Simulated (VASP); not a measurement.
# AlNi3 (P1) in VASP: single point with PBEsol

Aim: the single point of AlNi3 with PBEsol.

Everything below comes from runs of VASP 6.6.1. Logs are shortened: lines on timing, memory, paths and dates and some standing lists are left out, and cuts for length are marked.

## 1. The cell of the first run

The typed cell holds 8 atoms: a = 3.958 Å, b = 3.958 Å, c = 5.597 Å, α = 90.00°, β = 90.00°, γ = 90.00°.

## 2. Single point, PBEsol

The input, INCAR:

```
PREC = Accurate
ENCUT = 520
EDIFF = 1E-6
ISMEAR = 0
SIGMA = 0.15
LREAL = F
LASPH = T
NELM = 100
ALGO = Fast
ISIF = 2
LWAVE = F
LCHARG = T
GGA = PS
LELF = T
LVHAR = T
NBANDS = 43
```

The input, KPOINTS:

```
regular mesh
0
Gamma
  8 8 6
```

The input, POSCAR:

```
AlNi3
1.0
    0.0000000000     -2.7984078614     -2.7984078614
    0.0000000000      2.7984078614     -2.7984078614
    5.5968157228      0.0000000000      0.0000000000
Al Ni
2 6
Direct
    0.4947721433      0.4850498229     -0.0056908217
    0.0052278567      0.0149501771      0.5056908217
   -0.0084566384      0.4957228592      0.7606899905
    0.5084566384      0.0042771408      0.2393100095
   -0.0123978235     -0.0024077750      0.0006877799
    0.5123978235      0.5024077750      0.4993122201
    0.0149698282      0.5066496414      0.2440650034
    0.4850301718     -0.0066496414      0.7559349966
```

Potentials or basis: VASP PAW PBE potentials, release 64 (Al, Ni).

Command:

```console
cat potpaw_PBE.64/Al/POTCAR potpaw_PBE.64/Ni/POTCAR > POTCAR
mpirun -np 1 vasp_std > vasp.out
```

OUTCAR:

```text
PREC = Accurate
   ENCUT = 520
   EDIFF = 1E-6
   ISMEAR = 0
   LREAL = F
   LASPH = T
   NELM = 100
   ISIF = 2
   GGA = PS

 ion  position               nearest neighbor table
   1  0.495  0.485  0.994-   4 2.35   7 2.36   8 2.36   3 2.36   3 2.38   8 2.41   4 2.47   7 2.49
                             5 2.74   6 2.77   5 2.78   5 2.81   6 2.83   5 2.85
   2  0.005  0.015  0.506-   8 2.36   3 2.38   7 2.44   4 2.47   4 2.49   7 2.49   8 2.49   3 2.50
                             6 2.74   5 2.77   6 2.78   6 2.81   5 2.83   6 2.85
   3  0.992  0.496  0.761-   1 2.36   2 2.38   1 2.38   5 2.39   6 2.40   5 2.40   2 2.50   6 2.53
                             7 2.71   8 2.77   8 2.79   8 2.81   8 2.82   7 2.89
   4  0.508  0.004  0.239-   5 2.32   1 2.35   6 2.45   5 2.46   6 2.46   2 2.47   1 2.47   2 2.49
                             8 2.71   7 2.77   7 2.79   7 2.81   7 2.82   8 2.89
   5  0.988  0.998  0.001-   4 2.32   7 2.38   3 2.39   3 2.40   8 2.40   8 2.42   7 2.43   4 2.46
                             1 2.74   2 2.77   1 2.78   1 2.81   2 2.83   1 2.85
   6  0.512  0.502  0.499-   3 2.40   8 2.42   7 2.43   7 2.45   4 2.45   4 2.46   8 2.48   3 2.53
                             2 2.74   1 2.77   2 2.78   2 2.81   1 2.83   2 2.85
   7  0.015  0.507  0.244-   1 2.36   5 2.38   6 2.43   5 2.43   2 2.44   6 2.45   2 2.49   1 2.49
                             3 2.71   4 2.77   4 2.79   4 2.81   4 2.82   3 2.89
   8  0.485  0.993  0.756-   1 2.36   2 2.36   5 2.40   1 2.41   5 2.42   6 2.42   6 2.48   2 2.49
                             4 2.71   3 2.77   3 2.79   3 2.81   3 2.82   4 2.89

  LATTYP: Found a simple tetragonal cell.
 ALAT       =     3.9575463506
 C/A-ratio  =     1.4142135624

  Lattice vectors:

 A1 = (   0.0000000000,  -2.7984078614,  -2.7984078614)
 A2 = (   0.0000000000,   2.7984078614,  -2.7984078614)
 A3 = (   5.5968157228,   0.0000000000,   0.0000000000)

Analysis of symmetry for initial positions (statically):
=====================================================================
 Subroutine PRICEL returns:
 Original cell was already a primitive cell.

 Routine SETGRP: Setting up the symmetry group for a
 simple tetragonal supercell.

 Subroutine GETGRP returns: Found  1 space group operations
 (whereof  1 operations were pure point group operations)
 out of a pool of 16 trial point group operations.

The static configuration has the point symmetry C_1 .

Analysis of symmetry for dynamics (positions and initial velocities):
=====================================================================
 Subroutine PRICEL returns:
 Original cell was already a primitive cell.

 Routine SETGRP: Setting up the symmetry group for a
 simple tetragonal supercell.

 Subroutine GETGRP returns: Found  1 space group operations
 (whereof  1 operations were pure point group operations)
 out of a pool of 16 trial point group operations.
[... 127 lines left out ...]
   EFERMI =   0.00;   METHOD = LEGACY
   ISMEAR =     0;   SIGMA  =   0.15  broadening in eV -4-tet -1-fermi 0-gaus
   EFERMI_NEDOS =   21; number of points for ismear=-14 and -15
   IALGO  =     68    algorithm
   IMIX   =      4    mixing-type and parameters
     AMIX     =   0.40;   BMIX     =  1.00
     AMIX_MAG =   1.60;   BMIX_MAG =  1.00
  volume/ion in A,a.u.               =      10.96        73.94
  Fermi-wavevector in a.u.,A,eV,Ry     =   1.489333  2.814431 30.179255  2.218113
  Thomas-Fermi vector in A             =   2.602255
   LORBIT       =      0    0 simple, 1 ext, 2 COOP (PROOUT), +10 PAW based schemes
   GGA     = PS    functional components
   LHFCALC =     F    Hartree Fock is set to
   AEXX    =    0.0000 exact exchange contribution
   IVDW    =     0    specifies the selected vdW correction
   LEPSILON=     F    determine dielectric tensor
   LRPA    =     F    only Hartree local field effects (RPA)
 non-spin polarized calculation
 RMM-DIIS sequential band-by-band and
 Gauss-broadening in eV      SIGMA  =   0.15
  energy-cutoff  :      520.00
  volume of cell :       87.66
 maximum number of plane-waves:      2405
 NGX is ok and might be reduce to    30
   NGX = 15   NGY = 15   NGZ = 21

 number of electron      65.9999996 magnetization

 Free energy of the ion-electron system (eV)
  ---------------------------------------------------
  ext. energy  EPLUGINS =         0.00000000
  ---------------------------------------------------
  free energy    TOTEN  =       -48.02091405 eV

  energy without entropy =      -47.96117087  energy(sigma->0) =      -47.99104246

 E-fermi :   9.8528     XC(G=0): -12.9805

 val. band max:        9.8521561909   @ k =   0.2500   0.2500   0.0000
 cond. band min:       9.8624067100   @ k =   0.5000  -0.2500   0.1667
 fundamental gap:      0.0102505191
 Fermi energy:         9.8528016747

 k-point     1 :       0.0000    0.0000    0.0000
  band No.  band energies     occupation
      1      -0.3812      2.00000
      2       3.6018      2.00000
      3       4.0123      2.00000
      4       5.6722      2.00000
      5       5.8431      2.00000
      6       6.2008      2.00000
[... 1093 lines left out ...]
     42      16.3719      0.00000
     43      18.0019      0.00000

 [... further k-points ...]

------------------------ aborting loop because EDIFF is reached ----------------------------------------

  FORCE on cell =-STRESS in cart. coord.  units (eV):
  Direction    XX          YY          ZZ          XY          YZ          ZX
  --------------------------------------------------------------------------------------
  -------------------------------------------------------------------------------------
  Total        0.6350671      0.5968388      0.3138822      0.0860675      0.1090844      0.1806781
  in kB       11.6074597     10.9087403      5.7369919      1.5731012      1.9937932      3.3023500
  external PRESSURE =       9.4177306 kB  Pullay stress =       0.0000000 kB

 VOLUME and BASIS-vectors are now :
 -----------------------------------------------------------------------------
  energy-cutoff  :      520.00
  volume of cell :       87.66
      direct lattice vectors                 reciprocal lattice vectors
     0.000000000 -2.798407861 -2.798407861     0.000000000 -0.178673026 -0.178673026
     0.000000000  2.798407861 -2.798407861     0.000000000  0.178673026 -0.178673026
     5.596815723  0.000000000  0.000000000     0.178673026  0.000000000  0.000000000

 POSITION                                       TOTAL-FORCE (eV/Angst)
 -----------------------------------------------------------------------------------
      5.56497     -0.02721     -2.74194         0.255884      0.191219     -0.591642
      2.83026      0.02721     -0.05647        -0.357634     -0.100905      0.545335
      4.25744     -1.38751     -4.16198        -0.468858      0.000773     -0.560725
      1.33937     -1.41090     -1.43484         0.625142      0.059876      0.649698
      0.00385      0.02796     -5.55538        -0.040380     -0.226147     -0.402365
      2.79456     -0.02796     -2.83984        -0.047396      0.150138      0.302009
      1.36599      1.37592     -1.45970         0.350078      0.261303      0.307243
      4.23083      1.42249     -4.13711        -0.316836     -0.336257     -0.249553
 -----------------------------------------------------------------------------------
    total drift:                                0.000059     -0.000036     -0.000048

  FREE ENERGIE OF THE ION-ELECTRON SYSTEM (eV)
  ---------------------------------------------------
  free  energy   TOTEN  =       -48.0209140512 eV

  energy  without entropy=      -47.9611708713  energy(sigma->0) =      -47.99104246
```

stdout:

```text
POSCAR found type information on POSCAR AlNi
 POSCAR found :  2 types and       8 ions
 scaLAPACK will be used
 -----------------------------------------------------------------------------
|                                                                             |
|                                                                             |
|     You enforced a specific xc type in the INCAR file but a different       |
|     I HOPE YOU KNOW WHAT YOU ARE DOING!                                     |
|                                                                             |
 -----------------------------------------------------------------------------

 LDA part: xc-table for (Slater+PW92), standard interpolation
 POSCAR, INCAR and KPOINTS ok, starting setup
 FFT: planning ... GRIDC
 FFT: planning ... GRID_SOFT
 FFT: planning ... GRID
 WAVECAR not read
 entering main loop
```

It took 25 min on 1 thread of Intel Xeon 8259CL, shared host; peak memory 0.6 GiB.

What came out:

```yaml
Free_energy: -48.0209 eV
Pressure: 0.9 GPa
Largest_force: 0.904 eV/Å
Band_gap_on_the_k_mesh: zero (bands 33 and 34 overlap by 2.28 eV)
```

Forces on the atoms (eV/Å):
```
Al   0.256  0.191 -0.592
Al  -0.358 -0.101  0.545
Ni  -0.469  0.001 -0.561
Ni   0.625  0.060  0.650
Ni  -0.040 -0.226 -0.402
Ni  -0.047  0.150  0.302
Ni   0.350  0.261  0.307
Ni  -0.317 -0.336 -0.250
```

Levels at points of the mesh, in eV from the Fermi level:
```tsv
k point	band 31	band 32	band 33	band 34	band 35	band 36
(0.00, 0.00, 0.00)	-0.52	-0.38	-0.35	-0.33	-0.05	4.25
(0.50, 0.00, 0.00)	-0.36	-0.31	0.61	0.66	0.82	0.86
(0.00, 0.50, 0.00)	-0.37	-0.32	0.60	0.67	0.79	0.88
(0.50, 0.50, 0.00)	-0.43	-0.40	-0.33	-0.32	-0.32	-0.29
(0.00, 0.00, 0.50)	-0.46	-0.43	1.95	1.97	2.11	2.12
(0.50, 0.00, 0.50)	-0.45	-0.42	-0.18	-0.11	4.20	4.29
(0.00, 0.50, 0.50)	-0.45	-0.41	-0.18	-0.11	4.20	4.23
(0.50, 0.50, 0.50)	-0.53	-0.52	-0.15	-0.11	-0.03	-0.02
```

Caveat: the PAW data sets were made with another functional, which shifts forces and pressure a little. Spin polarisation is off, so any magnetic state and its effect on volume and gap are missing.
